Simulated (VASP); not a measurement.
# ZnSnN (P4/mmm) in VASP: notebook

Runs on ZnSnN. Level: PBE. Tasks: single point, relaxation of cell and atoms.

Everything below comes from runs of VASP 6.6.1. Logs are shortened: lines on timing, memory, paths and dates and some standing lists are left out, and cuts for length are marked.

**1. The cell of the first run**

It takes space group P4/mmm (No. 123, tetragonal). Conventional cell: a = 4.133 Å, b = 4.133 Å, c = 3.576 Å, α = 90.00°, β = 90.00°, γ = 90.00°. Zn (site symmetry 4/mmm) has 2 N at 1.79 Å within 2.4 Å. Sn (site symmetry 4/mmm) has 4 Zn at 2.92 Å and 8 N at 3.43 Å and 2 Sn at 3.58 Å within 3.8 Å. N (site symmetry 4/mmm) has 2 Zn at 1.79 Å within 2.4 Å.

The cell was generated, and may not be a known phase.

**2. Single point, PBE**

File INCAR:

```
PREC = Accurate
ENCUT = 520
EDIFF = 1E-6
ISMEAR = 0
SIGMA = 0.1
LREAL = F
LASPH = T
NELM = 100
ALGO = Normal
ISIF = 2
LWAVE = F
LCHARG = T
GGA = PE
LELF = T
LVHAR = T
NBANDS = 22
```

File KPOINTS:

```
regular mesh
0
Gamma
  12 12 14
```

File POSCAR:

```
ZnSnN
1.0
    4.1325306472      0.0000000000      0.0000000000
    0.0000000000      4.1325306472      0.0000000000
    0.0000000000      0.0000000000      3.5763302410
Zn Sn N
1 1 1
Direct
    0.5000000000      0.5000000000      0.5000000000
    0.0000000000      0.0000000000      0.5000000000
    0.5000000000      0.5000000000      0.0000000000
```

Potentials or basis: VASP PAW PBE potentials, release 64 (Zn, Sn_d, N).

Command:

```console
> cat potpaw_PBE.64/Zn/POTCAR potpaw_PBE.64/Sn_d/POTCAR potpaw_PBE.64/N/POTCAR > POTCAR
> mpirun -np 1 vasp_std > vasp.out
```

OUTCAR:

```text
PREC = Accurate
   ENCUT = 520
   EDIFF = 1E-6
   ISMEAR = 0
   LREAL = F
   LASPH = T
   NELM = 100
   ISIF = 2
   GGA = PE

 ion  position               nearest neighbor table
   1  0.500  0.500  0.500-   3 1.79   3 1.79   2 2.92   2 2.92   2 2.92   2 2.92
   2  0.000  0.000  0.500-   1 2.92   1 2.92   1 2.92   1 2.92
   3  0.500  0.500  0.000-   1 1.79   1 1.79

  LATTYP: Found a simple tetragonal cell.
 ALAT       =     4.1325306472
 C/A-ratio  =     0.8654092483

  Lattice vectors:

 A1 = (   4.1325306472,   0.0000000000,   0.0000000000)
 A2 = (   0.0000000000,   4.1325306472,   0.0000000000)
 A3 = (   0.0000000000,   0.0000000000,   3.5763302410)

Analysis of symmetry for initial positions (statically):
=====================================================================
 Subroutine PRICEL returns:
 Original cell was already a primitive cell.

 Routine SETGRP: Setting up the symmetry group for a
 simple tetragonal supercell.

 Subroutine GETGRP returns: Found 16 space group operations
 (whereof 16 operations were pure point group operations)
 out of a pool of 16 trial point group operations.

The static configuration has the point symmetry D_4h.

Analysis of symmetry for dynamics (positions and initial velocities):
=====================================================================
 Subroutine PRICEL returns:
 Original cell was already a primitive cell.

 Routine SETGRP: Setting up the symmetry group for a
 simple tetragonal supercell.

 Subroutine GETGRP returns: Found 16 space group operations
 (whereof 16 operations were pure point group operations)
 out of a pool of 16 trial point group operations.

The dynamic configuration has the point symmetry D_4h.

 Subroutine INISYM returns: Found 16 space group operations
 (whereof 16 operations are pure point group operations),
 and found     1 'primitive' translations

----------------------------------------------------------------------------------------

                                     Primitive cell

  volume of cell :      61.0759

  direct lattice vectors                    reciprocal lattice vectors
     4.132530647  0.000000000  0.000000000     0.241982476  0.000000000  0.000000000
     0.000000000  4.132530647  0.000000000     0.000000000  0.241982476  0.000000000
     0.000000000  0.000000000  3.576330241     0.000000000  0.000000000  0.279616236

  length of vectors
[... 83 lines left out ...]
   NELM   =    100;   NELMIN=  2; NELMDL= -5     # of ELM steps
   EDIFF  = 0.1E-05   stopping-criterion for ELM
   LREAL  =      F    real-space projection
   EDIFFG = 0.1E-04   stopping-criterion for IOM
   NSW    =      0    number of steps for IOM
   IBRION =     -1    ionic relax: 0-MD 1-quasi-New 2-CG
   NFREE  =      0    steps in history (QN), initial steepest desc. (CG)
   ISIF   =      2    stress and relaxation
   ISYM   =      2    0-nonsym 1-usesym 2-fastsym
   POTIM  = 0.5000    time-step for ionic-motion
   TEBEG  =    0.0;   TEEND  =   0.0 temperature during run
   PSTRESS=    0.0 pullay stress
   NELECT =      31.0000    total number of electrons
   NUPDOWN=      -1.0000    fix difference up-down
   EMIN   =  10.00;   EMAX   =-10.00  energy-range for DOS
   EFERMI =   0.00;   METHOD = LEGACY
   ISMEAR =     0;   SIGMA  =   0.10  broadening in eV -4-tet -1-fermi 0-gaus
   EFERMI_NEDOS =   21; number of points for ismear=-14 and -15
   IALGO  =     38    algorithm
   IMIX   =      4    mixing-type and parameters
     AMIX     =   0.40;   BMIX     =  1.00
     AMIX_MAG =   1.60;   BMIX_MAG =  1.00
  volume/ion in A,a.u.               =      20.36       137.39
  Fermi-wavevector in a.u.,A,eV,Ry     =   1.305887  2.467768 23.202557  1.705340
  Thomas-Fermi vector in A             =   2.436726
   LORBIT       =      0    0 simple, 1 ext, 2 COOP (PROOUT), +10 PAW based schemes
   GGA     = PE    functional components
   LHFCALC =     F    Hartree Fock is set to
   AEXX    =    0.0000 exact exchange contribution
   IVDW    =     0    specifies the selected vdW correction
   LEPSILON=     F    determine dielectric tensor
   LRPA    =     F    only Hartree local field effects (RPA)
 non-spin polarized calculation
 Gauss-broadening in eV      SIGMA  =   0.10
  energy-cutoff  :      520.00
  volume of cell :       61.08
 maximum number of plane-waves:      1672
 NGX is ok and might be reduce to    32
   NGX = 15   NGY = 15   NGZ = 13

 number of electron      30.9999968 magnetization

 Free energy of the ion-electron system (eV)
  ---------------------------------------------------
  ext. energy  EPLUGINS =         0.00000000
  ---------------------------------------------------
  free energy    TOTEN  =       -10.52949633 eV

  energy without entropy =      -10.52091210  energy(sigma->0) =      -10.52520421

 E-fermi :   4.0617     XC(G=0):  -9.7978

 val. band max:        4.0570082865   @ k =   0.3333   0.1667   0.1429
 cond. band min:       4.0653166794   @ k =   0.2500   0.0000   0.4286
 fundamental gap:      0.0083083929
 Fermi energy:         4.0616518301

 k-point     1 :       0.0000    0.0000    0.0000
  band No.  band energies     occupation
      1     -17.9585      2.00000
      2     -17.9190      2.00000
      3     -17.9142      2.00000
      4     -17.8774      2.00000
      5     -17.8774      2.00000
      6     -10.7925      2.00000
[... 589 lines left out ...]
     21      14.2764      0.00000
     22      14.7765      0.00000

 [... further k-points ...]

------------------------ aborting loop because EDIFF is reached ----------------------------------------

  FORCE on cell =-STRESS in cart. coord.  units (eV):
  Direction    XX          YY          ZZ          XY          YZ          ZX
  --------------------------------------------------------------------------------------
  -------------------------------------------------------------------------------------
  Total       -0.0193335     -0.0193335      0.4606012      0.0000000      0.0000000     -0.0000000
  in kB       -0.5071668     -0.5071668     12.0827514      0.0000000      0.0000000     -0.0000000
  external PRESSURE =       3.6894726 kB  Pullay stress =       0.0000000 kB

 VOLUME and BASIS-vectors are now :
 -----------------------------------------------------------------------------
  energy-cutoff  :      520.00
  volume of cell :       61.08
      direct lattice vectors                 reciprocal lattice vectors
     4.132530647  0.000000000  0.000000000     0.241982476  0.000000000  0.000000000
     0.000000000  4.132530647  0.000000000     0.000000000  0.241982476  0.000000000
     0.000000000  0.000000000  3.576330241     0.000000000  0.000000000  0.279616236

 POSITION                                       TOTAL-FORCE (eV/Angst)
 -----------------------------------------------------------------------------------
      2.06627      2.06627      1.78817         0.000000      0.000000      0.000000
      0.00000      0.00000      1.78817         0.000000      0.000000      0.000000
      2.06627      2.06627      0.00000         0.000000      0.000000      0.000000
 -----------------------------------------------------------------------------------
    total drift:                                0.000000     -0.000000     -0.000000

  FREE ENERGIE OF THE ION-ELECTRON SYSTEM (eV)
  ---------------------------------------------------
  free  energy   TOTEN  =       -10.5294963285 eV

  energy  without entropy=      -10.5209120968  energy(sigma->0) =      -10.52520421
```

OSZICAR:

```text
N       E                     dE             d eps       ncg     rms          rms(c)
DAV:   1     0.235223974855E+03    0.23522E+03   -0.15411E+04  9886   0.197E+03
DAV:   2     0.158238595569E+02   -0.21940E+03   -0.20789E+03 10220   0.431E+02
DAV:   3    -0.125939291611E+02   -0.28418E+02   -0.27520E+02 11558   0.141E+02
DAV:   4    -0.135902353017E+02   -0.99631E+00   -0.99326E+00 11152   0.285E+01
DAV:   5    -0.136114476664E+02   -0.21212E-01   -0.21210E-01 12072   0.428E+00    0.141E+01
DAV:   6    -0.116629401791E+02    0.19485E+01   -0.21057E+01 14610   0.644E+01    0.982E+00
DAV:   7    -0.105604114087E+02    0.11025E+01   -0.43796E+00 12994   0.143E+01    0.560E+00
DAV:   8    -0.105405559594E+02    0.19855E-01   -0.61266E-01 10574   0.692E+00    0.211E+00
DAV:   9    -0.105306024964E+02    0.99535E-02   -0.67543E-02 11698   0.368E+00    0.401E-01
DAV:  10    -0.105295224908E+02    0.10800E-02   -0.96359E-03 11556   0.989E-01    0.216E-01
DAV:  11    -0.105296211736E+02   -0.98683E-04   -0.19540E-03 12956   0.473E-01    0.995E-02
DAV:  12    -0.105294996056E+02    0.12157E-03   -0.48718E-04 12614   0.162E-01    0.135E-02
DAV:  13    -0.105295006797E+02   -0.10741E-05   -0.63894E-05 11792   0.819E-02    0.175E-02
DAV:  14    -0.105294960135E+02    0.46663E-05   -0.12387E-05 12644   0.239E-02    0.280E-03
DAV:  15    -0.105294963285E+02   -0.31503E-06   -0.20902E-06 10284   0.107E-02
   1 F= -.10529496E+02 E0= -.10525204E+02  d E =-.858423E-02
```

Wall time 95 s (1 thread of Intel Xeon 6975P-C (Granite Rapids), shared host); peak memory 0.42 GiB.

What came out:

```
Free energy            : -10.5295 eV
Pressure               : 0.4 GPa
Band gap on the k mesh : zero (an odd number of electrons rules out a gap without spin polarisation)
```

Levels at points of the mesh, in eV from the Fermi level:
```
           k point  band 11  band 12  band 13  band 14  band 15  band 16  band 17  band 18  band 19  band 20
(0.00, 0.00, 0.00)    -7.40    -5.53    -3.76    -2.79    -2.79     2.13     2.13     3.07     4.06     4.44
(0.50, 0.00, 0.00)    -7.40    -7.11    -3.63    -2.13    -1.77    -1.37     1.67     4.09     5.32     5.81
(0.50, 0.50, 0.00)    -6.76    -6.13    -4.49    -4.49    -3.58     1.11     1.11     2.26     4.69     9.49
(0.00, 0.00, 0.50)    -7.49    -7.48    -2.15    -1.74    -0.74    -0.74     0.83     0.83     6.29     7.79
(0.50, 0.00, 0.50)    -7.48    -6.55    -5.79    -2.72    -0.65     0.91     1.71     2.84     4.63     5.09
(0.50, 0.50, 0.50)    -7.40    -4.98    -4.66    -1.94    -1.94    -1.33    -1.33    -1.11     6.97     7.31
```

Caveat: spin-orbit coupling is left out, which moves the levels of the heavy elements.

**3. Relaxation of cell and atoms, PBE**

This run uses another cell than the first one, of 20.21 Å³/atom.

File INCAR:

```
ALGO = Normal
EDIFF = 1E-6
EDIFFG = -0.01
ENCUT = 600
GGA = PE
IBRION = 2
ISIF = 3
ISMEAR = 0
LASPH = True
LCHARG = False
LREAL = False
LWAVE = False
NELM = 100
NSW = 100
PREC = Accurate
SIGMA = 0.1
```

File KPOINTS:

```
k-points
0
Gamma
  12 12 14
```

File POSCAR:

```
ZnSnN
1.0
    4.1157524923      0.0000000000      0.0000000000
    0.0000000000      4.1157524923      0.0000000000
    0.0000000000      0.0000000000      3.5787633459
Zn Sn N
1 1 1
Direct
    0.5000000000      0.5000000000      0.5000000000
    0.0000000000      0.0000000000      0.5000000000
    0.5000000000      0.5000000000      0.0000000000
```

Potentials or basis: VASP PAW PBE potentials, release 64 (Zn, Sn_d, N).

Command:

```console
> cat potpaw_PBE.64/Zn/POTCAR potpaw_PBE.64/Sn_d/POTCAR potpaw_PBE.64/N/POTCAR > POTCAR
> mpirun -np 1 vasp_std > vasp.out
```

It took 5.6 min on 1 thread of Intel Xeon 6975P-C (Granite Rapids), shared host; peak memory 0.48 GiB.

Results (log left out):

| Item | Value |
| --- | --- |
| Free energy | -10.5316 eV |
| Relaxed volume | 20.32 Å³/atom |
| Relaxed cell | a = 4.119 Å, b = 4.119 Å, c = 3.593 Å, α = 90.00°, β = 90.00°, γ = 90.00° |
| Space group after relaxing (to 0.1 Å) | P4/mmm (No. 123) |
| Energy gained by relaxing | 0.3 meV/atom |
| Ionic steps | 5 |
| Pressure after relaxing | 0.0 GPa |
| Band gap on the k mesh | zero (an odd number of electrons rules out a gap without spin polarisation) |

Stress tensor (GPa, compression positive):
```
 0.05  0.00  0.00
 0.00  0.05  0.00
 0.00  0.00 -0.02
```

Step by step:
| step | energy change (eV) | largest force (eV/Å) | pressure (GPa) | volume (Å³) |
| --- | --- | --- | --- | --- |
| 1 | 0.0000 | 0.0000 | 0.57 | 60.62 |
| 2 | -0.0002 | 0.0000 | -0.49 | 61.26 |
| 3 | -0.0010 | 0.0000 | -0.02 | 60.96 |
| 4 | -0.0010 | 0.0000 | 0.10 | 60.94 |
| 5 | -0.0010 | 0.0000 | 0.03 | 60.95 |

Final structure:
```
Zn Sn N
1.0
     4.11894    0.00000    0.00000
     0.00000    4.11894    0.00000
     0.00000    0.00000    3.59276
Zn Sn N
1 1 1
Direct
  0.50000 0.50000 0.50000
  0.00000 0.00000 0.50000
  0.50000 0.50000 0.00000
```

Levels at points of the mesh, in eV from the Fermi level:
| k point | band 13 | band 14 | band 15 | band 16 | band 17 | band 18 |
| --- | --- | --- | --- | --- | --- | --- |
| (0.00, 0.00, 0.00) | -3.75 | -2.75 | -2.75 | 2.15 | 2.15 | 3.03 |
| (0.50, 0.00, 0.00) | -3.61 | -2.09 | -1.81 | -1.33 | 1.72 | 4.02 |
| (0.50, 0.50, 0.00) | -4.49 | -4.49 | -3.56 | 1.11 | 1.11 | 2.19 |
| (0.00, 0.00, 0.50) | -2.11 | -1.71 | -0.74 | -0.74 | 0.83 | 0.83 |
| (0.50, 0.00, 0.50) | -5.82 | -2.72 | -0.65 | 0.95 | 1.70 | 2.86 |
| (0.50, 0.50, 0.50) | -4.66 | -1.98 | -1.98 | -1.34 | -1.34 | -1.07 |

Caveat: spin-orbit coupling is left out, which moves the levels of the heavy elements.
